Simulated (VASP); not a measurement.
# GaSb3 (Fm-3m) in VASP: notebook

GaSb3 is run at these levels: PBE; tasks: single point, relaxation of cell and atoms.

All numbers are computed with VASP 6.6.1; they aren't measurements. Logs are shortened: lines on timing, memory, paths and dates and some standing lists are left out, and cuts for length are marked.

## 1. The cell of the first run

Symmetry: Fm-3m, No. 225, cubic system. The conventional cell has a = 7.435 Å, b = 7.435 Å, c = 7.435 Å, α = 90.00°, β = 90.00°, γ = 90.00°. Within 4.2 Å of Ga (site symmetry m-3m) lie 14 Sb at 3.22 to 3.72 Å. Sb (site symmetry -43m) has 4 Ga at 3.22 Å and 10 Sb at 3.22 to 3.72 Å within 4.2 Å. Sb (site symmetry m-3m) has 8 Sb at 3.22 Å and 6 Ga at 3.72 Å within 4.2 Å.

## 2. Single point, PBE

File INCAR:

```
SYSTEM = GaSb3
  ALGO = Normal
  EDIFF = 1E-6
  ENCUT = 500
  GGA = PE
  GGA_COMPAT = .False.
  ISIF = 2
  ISMEAR = 0
  LASPH = .True.
  LCHARG = .True.
  LELF = .True.
  LREAL = .False.
  LVHAR = .True.
  LWAVE = .False.
  NBANDS = 22
  NELM = 120
  PREC = Accurate
  SIGMA = 0.1
```

File KPOINTS:

```
k-points
0
Gamma
  12 12 12
  0 0 0
```

File POSCAR:

```
GaSb3
1.0
    0.0000000000      3.7177382742      3.7177382742
    3.7177382742      0.0000000000      3.7177382742
    3.7177382742      3.7177382742      0.0000000000
Ga Sb
1 3
Direct
    0.0000000000      0.0000000000      0.0000000000
    0.2500000000      0.2500000000      0.2500000000
    0.7500000000      0.7500000000      0.7500000000
    0.5000000000      0.5000000000      0.5000000000
```

Potentials or basis: VASP PAW PBE potentials, release 64 (Ga_d, Sb).

Started as:

```bash
cat potpaw_PBE.64/Ga_d/POTCAR potpaw_PBE.64/Sb/POTCAR > POTCAR
mpirun -np 1 vasp_std > vasp.out
```

OUTCAR:

```text
SYSTEM = GaSb3
   EDIFF = 1E-6
   ENCUT = 500
   GGA = PE
   ISIF = 2
   ISMEAR = 0
   LASPH = .True.
   LREAL = .False.
   NELM = 120
   PREC = Accurate

 ion  position               nearest neighbor table
   1  0.000  0.000  0.000-   3 3.22   3 3.22   3 3.22   2 3.22   2 3.22   2 3.22   3 3.22   2 3.22

   2  0.250  0.250  0.250-   1 3.22   1 3.22   1 3.22   4 3.22   4 3.22   4 3.22   4 3.22   1 3.22
                             3 3.72   3 3.72   3 3.72   3 3.72   3 3.72   3 3.72
   3  0.750  0.750  0.750-   4 3.22   4 3.22   4 3.22   1 3.22   1 3.22   1 3.22   4 3.22   1 3.22
                             2 3.72   2 3.72   2 3.72   2 3.72   2 3.72   2 3.72
   4  0.500  0.500  0.500-   2 3.22   2 3.22   2 3.22   3 3.22   3 3.22   3 3.22   3 3.22   2 3.22

  LATTYP: Found a face centered cubic cell.
 ALAT       =     7.4354765484

  Lattice vectors:

 A1 = (   0.0000000000,   3.7177382742,   3.7177382742)
 A2 = (   3.7177382742,   0.0000000000,   3.7177382742)
 A3 = (   3.7177382742,   3.7177382742,   0.0000000000)

Analysis of symmetry for initial positions (statically):
=====================================================================
 Subroutine PRICEL returns:
 Original cell was already a primitive cell.

 Routine SETGRP: Setting up the symmetry group for a
 face centered cubic supercell.

 Subroutine GETGRP returns: Found 48 space group operations
 (whereof 48 operations were pure point group operations)
 out of a pool of 48 trial point group operations.

The static configuration has the point symmetry O_h .

Analysis of symmetry for dynamics (positions and initial velocities):
=====================================================================
 Subroutine PRICEL returns:
 Original cell was already a primitive cell.

 Routine SETGRP: Setting up the symmetry group for a
 face centered cubic supercell.

 Subroutine GETGRP returns: Found 48 space group operations
 (whereof 48 operations were pure point group operations)
 out of a pool of 48 trial point group operations.

The dynamic configuration has the point symmetry O_h .

 Subroutine INISYM returns: Found 48 space group operations
 (whereof 48 operations are pure point group operations),
 and found     1 'primitive' translations

----------------------------------------------------------------------------------------

                                     Primitive cell

  volume of cell :     102.7700

  direct lattice vectors                    reciprocal lattice vectors
     0.000000000  3.717738274  3.717738274    -0.134490371  0.134490371  0.134490371
     3.717738274  0.000000000  3.717738274     0.134490371 -0.134490371  0.134490371
     3.717738274  3.717738274  0.000000000     0.134490371  0.134490371 -0.134490371

  length of vectors
     5.257675889  5.257675889  5.257675889     0.232944156  0.232944156  0.232944156

  position of ions in fractional coordinates (direct lattice)
     0.000000000  0.000000000  0.000000000
     0.250000000  0.250000000  0.250000000
     0.750000000  0.750000000  0.750000000
     0.500000000  0.500000000  0.500000000

  ion indices of the primitive-cell ions
   primitive index   ion index
                 1           1
                 2           2
                 3           3
                 4           4

----------------------------------------------------------------------------------------

 KPOINTS: k-points

Automatic generation of k-mesh.
 Grid dimensions read from file:
 generate k-points for:   12   12   12

 Generating k-lattice:

  Cartesian coordinates                     Fractional coordinates (reciprocal lattice)
    -0.011207531  0.011207531  0.011207531     0.083333333  0.000000000  0.000000000
     0.011207531 -0.011207531  0.011207531     0.000000000  0.083333333  0.000000000
     0.011207531  0.011207531 -0.011207531     0.000000000  0.000000000  0.083333333

  Length of vectors
     0.019412013  0.019412013  0.019412013

  Shift w.r.t. Gamma in fractional coordinates (k-lattice)
     0.000000000  0.000000000  0.000000000

 Subroutine IBZKPT returns following result:
 ===========================================

 Found     72 irreducible k-points:

 Following reciprocal coordinates:
            Coordinates               Weight
  0.000000  0.000000  0.000000      1.000000
  0.083333  0.000000  0.000000      8.000000
  0.166667  0.000000  0.000000      8.000000
  0.250000  0.000000  0.000000      8.000000
  0.333333  0.000000  0.000000      8.000000
  0.416667  0.000000  0.000000      8.000000
[... 16 lines left out ...]
  0.500000  0.166667  0.000000     24.000000
 -0.416667  0.166667  0.000000     24.000000
 [... further k-points ...]
   k-points           NKPTS =     72   k-points in BZ     NKDIM =     72   number of bands    NBANDS=     22
   number of dos      NEDOS =    301   number of ions     NIONS =      4
   total plane-waves  NPLWV =  64000
   dimension x,y,z NGX =    40 NGY =   40 NGZ =   40
   dimension x,y,z NGXF=    80 NGYF=   80 NGZF=   80
   ions per type =               1   3
   NGX,Y,Z   is equivalent  to a cutoff of  12.65, 12.65, 12.65 a.u.
   NGXF,Y,Z  is equivalent  to a cutoff of  25.30, 25.30, 25.30 a.u.
 SYSTEM =  GaSb3
   PREC   = accura    normal or accurate (medium, high low for compatibility)
   ISTART =      0    job   : 0-new  1-cont  2-samecut
   ICHARG =      2    charge: 1-file 2-atom 10-const
   ISPIN  =      1    spin polarized calculation?
   LNONCOLLINEAR =      F non collinear calculations
   LSORBIT =      F    spin-orbit coupling
   LASPH  =      T    aspherical Exc in radial PAW
   ENCUT  =  500.0 eV  36.75 Ry    6.06 a.u.   9.59  9.59  9.59*2*pi/ulx,y,z
   NELM   =    120;   NELMIN=  2; NELMDL= -5     # of ELM steps
   EDIFF  = 0.1E-05   stopping-criterion for ELM
   LREAL  =      F    real-space projection
   EDIFFG = 0.1E-04   stopping-criterion for IOM
   NSW    =      0    number of steps for IOM
   IBRION =     -1    ionic relax: 0-MD 1-quasi-New 2-CG
   NFREE  =      0    steps in history (QN), initial steepest desc. (CG)
   ISIF   =      2    stress and relaxation
   ISYM   =      2    0-nonsym 1-usesym 2-fastsym
   POTIM  = 0.5000    time-step for ionic-motion
   TEBEG  =    0.0;   TEEND  =   0.0 temperature during run
   PSTRESS=    0.0 pullay stress
   NELECT =      28.0000    total number of electrons
   NUPDOWN=      -1.0000    fix difference up-down
   EMIN   =  10.00;   EMAX   =-10.00  energy-range for DOS
   EFERMI =   0.00;   METHOD = LEGACY
   ISMEAR =     0;   SIGMA  =   0.10  broadening in eV -4-tet -1-fermi 0-gaus
   EFERMI_NEDOS =   21; number of points for ismear=-14 and -15
   IALGO  =     38    algorithm
   IMIX   =      4    mixing-type and parameters
     AMIX     =   0.40;   BMIX     =  1.00
     AMIX_MAG =   1.60;   BMIX_MAG =  1.00
  volume/ion in A,a.u.               =      25.69       173.38
  Fermi-wavevector in a.u.,A,eV,Ry     =   1.061301  2.005569 15.325064  1.126360
  Thomas-Fermi vector in A             =   2.196713
   LORBIT       =      0    0 simple, 1 ext, 2 COOP (PROOUT), +10 PAW based schemes
   GGA     = PE    functional components
   LHFCALC =     F    Hartree Fock is set to
   AEXX    =    0.0000 exact exchange contribution
   IVDW    =     0    specifies the selected vdW correction
   LEPSILON=     F    determine dielectric tensor
   LRPA    =     F    only Hartree local field effects (RPA)
 non-spin polarized calculation
 Gauss-broadening in eV      SIGMA  =   0.10
  energy-cutoff  :      500.00
  volume of cell :      102.77
 maximum number of plane-waves:      2664
 NGX is ok and might be reduce to    40
   NGX = 19   NGY = 19   NGZ = 19

 number of electron      28.0000015 magnetization

 Free energy of the ion-electron system (eV)
  ---------------------------------------------------
  ext. energy  EPLUGINS =         0.00000000
  ---------------------------------------------------
  free energy    TOTEN  =       -14.54003692 eV

  energy without entropy =      -14.52959908  energy(sigma->0) =      -14.53481800

 E-fermi :   7.5713     XC(G=0): -10.2357

 val. band max:        7.5433524161   @ k =   0.4167   0.2500   0.0000
 cond. band min:       7.5722648128   @ k =   0.5000   0.0000   0.0000
 fundamental gap:      0.0289123967
 Fermi energy:         7.5712646939

 k-point     1 :       0.0000    0.0000    0.0000
  band No.  band energies     occupation
      1      -7.2381      2.00000
      2      -7.2381      2.00000
      3      -7.2381      2.00000
      4      -7.2252      2.00000
      5      -7.2252      2.00000
      6      -4.9294      2.00000
[... 14 lines left out ...]
     21      14.3981      0.00000
     22      14.3981      0.00000

 k-point     2 :       0.0833    0.0000    0.0000
  band No.  band energies     occupation
      1      -7.2384      2.00000
      2      -7.2380      2.00000
      3      -7.2380      2.00000
      4      -7.2253      2.00000
      5      -7.2253      2.00000
      6      -4.8755      2.00000
[... 14 lines left out ...]
     21      13.8842      0.00000
     22      14.2801      0.00000

 k-point     3 :       0.1667    0.0000    0.0000
  band No.  band energies     occupation
      1      -7.2394      2.00000
      2      -7.2375      2.00000
      3      -7.2375      2.00000
      4      -7.2254      2.00000
      5      -7.2254      2.00000
      6      -4.7145      2.00000
[... 14 lines left out ...]
     21      12.7522      0.00000
     22      13.8808      0.00000
[... 476 lines left out ...]
 k-point    23 :       0.5000    0.1667    0.0000
  band No.  band energies     occupation
      1      -7.2427      2.00000
      2      -7.2372      2.00000
      3      -7.2354      2.00000
      4      -7.2269      2.00000
      5      -7.2254      2.00000
      6      -3.3416      2.00000
[... 14 lines left out ...]
     21      12.6780      0.00000
     22      14.6658      0.00000

 k-point    24 :      -0.4167    0.1667    0.0000
  band No.  band energies     occupation
      1      -7.2425      2.00000
      2      -7.2375      2.00000
      3      -7.2355      2.00000
      4      -7.2266      2.00000
      5      -7.2257      2.00000
      6      -3.2359      2.00000
[... 14 lines left out ...]
     21      12.6425      0.00000
     22      15.6326      0.00000

 [... further k-points ...]
[... 5 lines left out ...]
  --------------------------------------------------------------------------------------
  -------------------------------------------------------------------------------------
  Total       -0.0671780     -0.0671780     -0.0671780      0.0000000     -0.0000000     -0.0000000
  in kB       -1.0472999     -1.0472999     -1.0472999      0.0000000     -0.0000000     -0.0000000
  external PRESSURE =      -1.0472999 kB  Pullay stress =       0.0000000 kB

 VOLUME and BASIS-vectors are now :
 -----------------------------------------------------------------------------
  energy-cutoff  :      500.00
  volume of cell :      102.77
      direct lattice vectors                 reciprocal lattice vectors
     0.000000000  3.717738274  3.717738274    -0.134490371  0.134490371  0.134490371
     3.717738274  0.000000000  3.717738274     0.134490371 -0.134490371  0.134490371
     3.717738274  3.717738274  0.000000000     0.134490371  0.134490371 -0.134490371

 POSITION                                       TOTAL-FORCE (eV/Angst)
 -----------------------------------------------------------------------------------
      0.00000      0.00000      0.00000        -0.000000      0.000000     -0.000000
      1.85887      1.85887      1.85887        -0.000000     -0.000000     -0.000000
      5.57661      5.57661      5.57661         0.000000      0.000000      0.000000
      3.71774      3.71774      3.71774        -0.000000      0.000000     -0.000000
 -----------------------------------------------------------------------------------
    total drift:                               -0.000000      0.000000      0.000000

  FREE ENERGIE OF THE ION-ELECTRON SYSTEM (eV)
  ---------------------------------------------------
  free  energy   TOTEN  =       -14.5400369189 eV

  energy  without entropy=      -14.5295990787  energy(sigma->0) =      -14.53481800
```

Wall time 2.1 min (1 thread of Intel Xeon 6975P-C (Granite Rapids), shared host); peak memory 0.33 GiB.

Results:

* Free energy: -14.5400 eV
* Pressure: -0.1 GPa
* Band gap on the k mesh: zero (band 14 reaches 9.03 eV, above the bottom of band 15 at 5.17 eV)

Levels at points of the mesh, in eV from the Fermi level:
```tsv
k point	band 12	band 13	band 14	band 15	band 16	band 17
(0.00, 0.00, 0.00)	-2.57	-2.40	-2.40	-2.40	-0.68	-0.68
(0.50, 0.00, 0.00)	-2.61	-2.61	-0.35	0.00	2.10	2.10
(0.50, 0.50, 0.00)	0.67	1.00	1.08	1.08	1.93	1.93
```

Caveat: spin-orbit coupling is left out, which moves the levels of the heavy elements.

## 3. Relaxation of cell and atoms, PBE

This run uses another cell than the first one, of 25.96 Å³/atom, 1.010 times its volume.

File INCAR:

```
SYSTEM = GaSb3
PREC = Accurate ; ENCUT = 500
EDIFF = 1E-7 ; ISMEAR = 0
SIGMA = 0.1 ; LREAL = .False.
LASPH = .True. ; NELM = 120
ALGO = Normal ; ISIF = 3
LWAVE = .False. ; LCHARG = .False.
GGA = PE ; IBRION = 2
NSW = 100 ; EDIFFG = -0.01
GGA_COMPAT = .False. ; NELMIN = 4
```

File KPOINTS:

```
regular mesh
0
Gamma
  12 12 12
  0 0 0
```

File POSCAR:

```
GaSb3
1.0
    0.0000000000      3.7305950000      3.7305950000
    3.7305950000      0.0000000000      3.7305950000
    3.7305950000      3.7305950000      0.0000000000
Ga Sb
1 3
Direct
    0.0000000000      0.0000000000      0.0000000000
    0.2500000000      0.2500000000      0.2500000000
    0.7500000000      0.7500000000      0.7500000000
    0.5000000000      0.5000000000      0.5000000000
```

Potentials or basis: VASP PAW PBE potentials, release 64 (Ga_d, Sb).

Started as:

```bash
cat potpaw_PBE.64/Ga_d/POTCAR potpaw_PBE.64/Sb/POTCAR > POTCAR
mpirun -np 1 vasp_std > vasp.out
```

It took 5 min on 1 thread of Intel Xeon 6975P-C (Granite Rapids), shared host; peak memory 0.33 GiB.

Results (log left out):

```
Free energy                            : -14.5401 eV
Relaxed volume                         : 25.65 Å³/atom
Relaxed cell                           : a = 5.255 Å, b = 5.255 Å, c = 5.255 Å, α = 60.00°, β = 60.00°, γ = 60.00°
Space group after relaxing (to 0.05 Å) : Fm-3m (No. 225)
Energy gained by relaxing              : 0.6 meV/atom
Ionic steps                            : 3
Pressure after relaxing                : 0.0 GPa
```

The path:
```tsv
step	energy change (eV)	largest force (eV/Å)	pressure (GPa)	volume (Å³)
1	0.0000	0.0000	-0.63	103.84
2	-0.0023	0.0000	0.17	102.31
3	-0.0024	0.0000	0.00	102.62
```

Final structure:
```cif
data_structure
_symmetry_space_group_name_H-M 'P 1'
_symmetry_Int_Tables_number 1
_cell_length_a 5.2551
_cell_length_b 5.2551
_cell_length_c 5.2551
_cell_angle_alpha 60.000
_cell_angle_beta 60.000
_cell_angle_gamma 60.000
_cell_volume 102.62
loop_
_atom_site_label
_atom_site_type_symbol
_atom_site_fract_x
_atom_site_fract_y
_atom_site_fract_z
_atom_site_occupancy
Ga1 Ga 0.00000 0.00000 0.00000 1
Sb1 Sb 0.25000 0.25000 0.25000 1
Sb2 Sb 0.75000 0.75000 0.75000 1
Sb3 Sb 0.50000 0.50000 0.50000 1
```

Levels at points of the mesh, in eV from the Fermi level:
```csv
k point,band 10,band 11,band 12,band 13,band 14,band 15,band 16,band 17,band 18
"(0.00, 0.00, 0.00)",-2.57,-2.57,-2.57,-2.41,-2.41,-2.41,-0.69,-0.69,-0.69
"(0.50, 0.00, 0.00)",-3.56,-3.56,-2.62,-2.62,-0.34,0.00,2.10,2.10,3.00
"(0.50, 0.50, 0.00)",-5.21,-5.21,0.67,1.01,1.09,1.09,1.93,1.93,2.09
```

Caveat: the bands computed are all filled at some k points, so no gap is given; spin-orbit coupling is left out, which moves the levels of the heavy elements.
